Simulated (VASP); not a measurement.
# Ni (Im-3m) in VASP: a series of runs

Ni is run at these levels: LDA; tasks: single point.

All numbers are computed with VASP 6.6.1; they aren't measurements. Logs are shortened: lines on timing, memory, paths and dates and some standing lists are left out, and cuts for length are marked.

### Step 1. The cell of the first run

It takes space group Im-3m (No. 229, cubic). The conventional cell has a = 2.160 Å, b = 2.160 Å, c = 2.160 Å, α = 90.00°, β = 90.00°, γ = 90.00°. Within 2.5 Å of Ni (site symmetry m-3m) lie 14 Ni at 1.87 to 2.16 Å.

### Step 2. Single point, LDA, collinear spin, ferromagnetic start (volume scaled by 0.5)

INCAR

```
SYSTEM = Ni
PREC = Accurate
ENCUT = 520
EDIFF = 1E-6
ISMEAR = -1
SIGMA = 0.1
LREAL = .False.
LASPH = .True.
NELM = 150
ALGO = Normal
ISIF = 2
LWAVE = .False.
LCHARG = .False.
ISPIN = 2
MAGMOM = 1
LORBIT = 11
LMAXMIX = 4
NBANDS = 15
```

KPOINTS

```
Automatic mesh
0
Gamma
  22 22 22
  0 0 0
```

POSCAR

```
Ni
1.0
   -1.0802272327      1.0802272327      1.0802272327
    1.0802272327     -1.0802272327      1.0802272327
    1.0802272327      1.0802272327     -1.0802272327
Ni
1
Direct
    0.0000000000      0.0000000000      0.0000000000
```

Potentials or basis: VASP PAW LDA potentials, release 64 (Ni).

The run is started by

```sh
cat potpaw_LDA.64/Ni/POTCAR > POTCAR
mpirun -np 1 vasp_std > vasp.out
```

OUTCAR:

```text
SYSTEM = Ni
   PREC = Accurate
   ENCUT = 520
   EDIFF = 1E-6
   ISMEAR = -1
   LREAL = .False.
   LASPH = .True.
   NELM = 150
   ISIF = 2
   ISPIN = 2
   LORBIT = 11

 ion  position               nearest neighbor table
   1  0.000  0.000  0.000-

  LATTYP: Found a body centered cubic cell.
 ALAT       =     2.1604544654

  Lattice vectors:

 A1 = (  -1.0802272327,   1.0802272327,   1.0802272327)
 A2 = (   1.0802272327,  -1.0802272327,   1.0802272327)
 A3 = (   1.0802272327,   1.0802272327,  -1.0802272327)

Analysis of symmetry for initial positions (statically):
=====================================================================
 Subroutine PRICEL returns:
 Original cell was already a primitive cell.

 Routine SETGRP: Setting up the symmetry group for a
 body centered cubic supercell.

 Subroutine GETGRP returns: Found 48 space group operations
[... 9 lines left out ...]

 Routine SETGRP: Setting up the symmetry group for a
 body centered cubic supercell.

 Subroutine GETGRP returns: Found 48 space group operations
 (whereof 48 operations were pure point group operations)
 out of a pool of 48 trial point group operations.

The dynamic configuration has the point symmetry O_h .

Analysis of structural, dynamic, and magnetic symmetry:
=====================================================================
 Subroutine PRICEL returns:
 Original cell was already a primitive cell.

 Routine SETGRP: Setting up the symmetry group for a
 body centered cubic supercell.

 Subroutine GETGRP returns: Found 48 space group operations
 (whereof 48 operations were pure point group operations)
 out of a pool of 48 trial point group operations.

The overall configuration has the point symmetry O_h .

 Subroutine INISYM returns: Found 48 space group operations
[... 5 lines left out ...]
                                     Primitive cell

  volume of cell :       5.0420

  direct lattice vectors                    reciprocal lattice vectors
    -1.080227233  1.080227233  1.080227233     0.000000000  0.462865576  0.462865576
     1.080227233 -1.080227233  1.080227233     0.462865576  0.000000000  0.462865576
     1.080227233  1.080227233 -1.080227233     0.462865576  0.462865576  0.000000000

  length of vectors
     1.871008451  1.871008451  1.871008451     0.654590775  0.654590775  0.654590775

  position of ions in fractional coordinates (direct lattice)
     0.000000000  0.000000000  0.000000000

  ion indices of the primitive-cell ions
   primitive index   ion index
                 1           1

----------------------------------------------------------------------------------------

 KPOINTS: Automatic mesh

Automatic generation of k-mesh.
 Grid dimensions read from file:
 generate k-points for:   22   22   22

 Generating k-lattice:

  Cartesian coordinates                     Fractional coordinates (reciprocal lattice)
     0.000000000  0.021039344  0.021039344     0.045454545  0.000000000  0.000000000
     0.021039344  0.000000000  0.021039344     0.000000000  0.045454545  0.000000000
     0.021039344  0.021039344  0.000000000     0.000000000  0.000000000  0.045454545

  Length of vectors
     0.029754126  0.029754126  0.029754126

  Shift w.r.t. Gamma in fractional coordinates (k-lattice)
     0.000000000  0.000000000  0.000000000

 Subroutine IBZKPT returns following result:
 ===========================================

 Found    328 irreducible k-points:

 Following reciprocal coordinates:
            Coordinates               Weight
  0.000000  0.000000  0.000000      1.000000
  0.045455  0.000000  0.000000     12.000000
  0.090909  0.000000  0.000000     12.000000
  0.136364  0.000000  0.000000     12.000000
  0.181818  0.000000  0.000000     12.000000
  0.227273  0.000000  0.000000     12.000000
[... 16 lines left out ...]
  0.090909  0.090909  0.000000     24.000000
  0.136364  0.090909  0.000000     48.000000
 [... further k-points ...]
   k-points           NKPTS =    328   k-points in BZ     NKDIM =    328   number of bands    NBANDS=     15
   number of dos      NEDOS =    301   number of ions     NIONS =      1
   total plane-waves  NPLWV =   2744
   dimension x,y,z NGX =    14 NGY =   14 NGZ =   14
   dimension x,y,z NGXF=    28 NGYF=   28 NGZF=   28
   ions per type =               1
   NGX,Y,Z   is equivalent  to a cutoff of  12.44, 12.44, 12.44 a.u.
   NGXF,Y,Z  is equivalent  to a cutoff of  24.88, 24.88, 24.88 a.u.
 SYSTEM =  Ni
   PREC   = accura    normal or accurate (medium, high low for compatibility)
   ISTART =      0    job   : 0-new  1-cont  2-samecut
   ICHARG =      2    charge: 1-file 2-atom 10-const
   ISPIN  =      2    spin polarized calculation?
   LNONCOLLINEAR =      F non collinear calculations
   LSORBIT =      F    spin-orbit coupling
   LASPH  =      T    aspherical Exc in radial PAW
   ENCUT  =  520.0 eV  38.22 Ry    6.18 a.u.   3.48  3.48  3.48*2*pi/ulx,y,z
   NELM   =    150;   NELMIN=  2; NELMDL= -5     # of ELM steps
   EDIFF  = 0.1E-05   stopping-criterion for ELM
   LREAL  =      F    real-space projection
   EDIFFG = 0.1E-04   stopping-criterion for IOM
   NSW    =      0    number of steps for IOM
   IBRION =     -1    ionic relax: 0-MD 1-quasi-New 2-CG
   NFREE  =      0    steps in history (QN), initial steepest desc. (CG)
   ISIF   =      2    stress and relaxation
   ISYM   =      2    0-nonsym 1-usesym 2-fastsym
   POTIM  = 0.5000    time-step for ionic-motion
   TEBEG  =    0.0;   TEEND  =   0.0 temperature during run
   PSTRESS=    0.0 pullay stress
   NELECT =      10.0000    total number of electrons
   NUPDOWN=      -1.0000    fix difference up-down
   EMIN   =  10.00;   EMAX   =-10.00  energy-range for DOS
   EFERMI =   0.00;   METHOD = LEGACY
   ISMEAR =    -1;   SIGMA  =   0.10  broadening in eV -4-tet -1-fermi 0-gaus
   EFERMI_NEDOS =   21; number of points for ismear=-14 and -15
   IALGO  =     38    algorithm
   IMIX   =      4    mixing-type and parameters
     AMIX     =   0.40;   BMIX     =  1.00
     AMIX_MAG =   1.60;   BMIX_MAG =  1.00
  volume/ion in A,a.u.               =       5.04        34.03
  Fermi-wavevector in a.u.,A,eV,Ry     =   2.056868  3.886917 57.562238  4.230705
  Thomas-Fermi vector in A             =   3.058138
   LORBIT       =     11    0 simple, 1 ext, 2 COOP (PROOUT), +10 PAW based schemes
   GGA     = CA    functional components
   LHFCALC =     F    Hartree Fock is set to
   AEXX    =    0.0000 exact exchange contribution
   IVDW    =     0    specifies the selected vdW correction
   LEPSILON=     F    determine dielectric tensor
   LRPA    =     F    only Hartree local field effects (RPA)
 spin polarized calculation
  energy-cutoff  :      520.00
  volume of cell :        5.04
 maximum number of plane-waves:       144
 NGX is ok and might be reduce to    14
   NGX =  7   NGY =  7   NGZ =  7

 number of electron      10.0000000 magnetization       1.0000000

 number of electron       9.9999997 magnetization      -0.0003203

 number of electron       9.9999997 magnetization       0.0000171

 Free energy of the ion-electron system (eV)
  ---------------------------------------------------
  ext. energy  EPLUGINS =         0.00000000
  ---------------------------------------------------
  free energy    TOTEN  =         0.71239987 eV

  energy without entropy =        0.73603976  energy(sigma->0) =        0.72421982

 E-fermi :  26.0506     XC(G=0): -18.7857

 val. band max:       26.0458637585   @ k =   0.1818   0.1364   0.0455
 cond. band min:      26.0651526433   @ k =  -0.2727   0.2727   0.1364
 fundamental gap:      0.0192888848
 Fermi energy:        26.0506281703

 spin component 1

 k-point     1 :       0.0000    0.0000    0.0000
  band No.  band energies     occupation
      1      10.9653      1.00000
      2      20.2234      1.00000
      3      20.2234      1.00000
      4      20.2234      1.00000
      5      24.0815      1.00000
      6      24.0815      1.00000
      7      59.2848      0.00000
      8      59.2848      0.00000
      9      59.2848      0.00000
     10      69.7881      0.00000
     11      73.3876      0.00000
     12      73.3876      0.00000
     13      82.5516      0.00000
     14      82.5516      0.00000
     15      82.5516      0.00000
[... 397 lines left out ...]
 k-point    24 :       0.1364    0.0909    0.0000
  band No.  band energies     occupation
      1      13.6283      1.00000
      2      19.2625      1.00000
      3      19.5330      1.00000
      4      22.5175      1.00000
      5      23.1984      1.00000
      6      24.3735      1.00000
      7      55.0006      0.00000
      8      57.1800      0.00000
      9      61.5678      0.00000
     10      68.7565      0.00000
     11      70.6069      0.00000
     12      71.7557      0.00000
     13      77.2567      0.00000
     14      80.1484      0.00000
     15      85.0733      0.00000

 [... further k-points ...]

 spin component 2

 k-point     1 :       0.0000    0.0000    0.0000
  band No.  band energies     occupation
      1      10.9653      1.00000
      2      20.2233      1.00000
      3      20.2233      1.00000
      4      20.2233      1.00000
      5      24.0815      1.00000
      6      24.0815      1.00000
      7      59.2847      0.00000
      8      59.2847      0.00000
      9      59.2847      0.00000
     10      69.7882      0.00000
     11      73.3875      0.00000
     12      73.3875      0.00000
     13      82.5516      0.00000
     14      82.5516      0.00000
     15      82.5516      0.00000
[... 397 lines left out ...]
 k-point    24 :       0.1364    0.0909    0.0000
  band No.  band energies     occupation
      1      13.6282      1.00000
      2      19.2624      1.00000
      3      19.5330      1.00000
      4      22.5174      1.00000
      5      23.1984      1.00000
      6      24.3735      1.00000
      7      55.0005      0.00000
      8      57.1800      0.00000
      9      61.5677      0.00000
     10      68.7566      0.00000
     11      70.6069      0.00000
     12      71.7558      0.00000
     13      77.2567      0.00000
     14      80.1483      0.00000
     15      85.0733      0.00000

 [... further k-points ...]
[... 5 lines left out ...]
  --------------------------------------------------------------------------------------
  -------------------------------------------------------------------------------------
  Total       27.5586000     27.5586000     27.5586000     -0.0000000      0.0000000     -0.0000000
  in kB     8757.1417114   8757.1417114   8757.1417114     -0.0000000      0.0000000     -0.0000000
  external PRESSURE =    8757.1417114 kB  Pullay stress =       0.0000000 kB

 VOLUME and BASIS-vectors are now :
 -----------------------------------------------------------------------------
  energy-cutoff  :      520.00
  volume of cell :        5.04
      direct lattice vectors                 reciprocal lattice vectors
    -1.080227233  1.080227233  1.080227233     0.000000000  0.462865576  0.462865576
     1.080227233 -1.080227233  1.080227233     0.462865576  0.000000000  0.462865576
     1.080227233  1.080227233 -1.080227233     0.462865576  0.462865576  0.000000000

 POSITION                                       TOTAL-FORCE (eV/Angst)
 -----------------------------------------------------------------------------------
      0.00000      0.00000      0.00000         0.000000     -0.000000     -0.000000
 -----------------------------------------------------------------------------------
    total drift:                               -0.000000     -0.000000     -0.000000

  FREE ENERGIE OF THE ION-ELECTRON SYSTEM (eV)
  ---------------------------------------------------
  free  energy   TOTEN  =         0.7123998696 eV

  energy  without entropy=        0.7360397606  energy(sigma->0) =        0.72421982

 total charge

# of ion       s       p       d       tot
------------------------------------------
    1        1.020   1.651   9.513  12.184

 magnetization (x)

# of ion       s       p       d       tot
------------------------------------------
    1       -0.000  -0.000  -0.000  -0.000
```

Run time: 23 s. Hardware: 1 thread of Intel Xeon Platinum 8488C (Sapphire Rapids), shared host; peak memory 0.14 GiB.

The run converged, but its numbers aren't listed here, since they failed a check.

(Continued in part 2 of 2.)
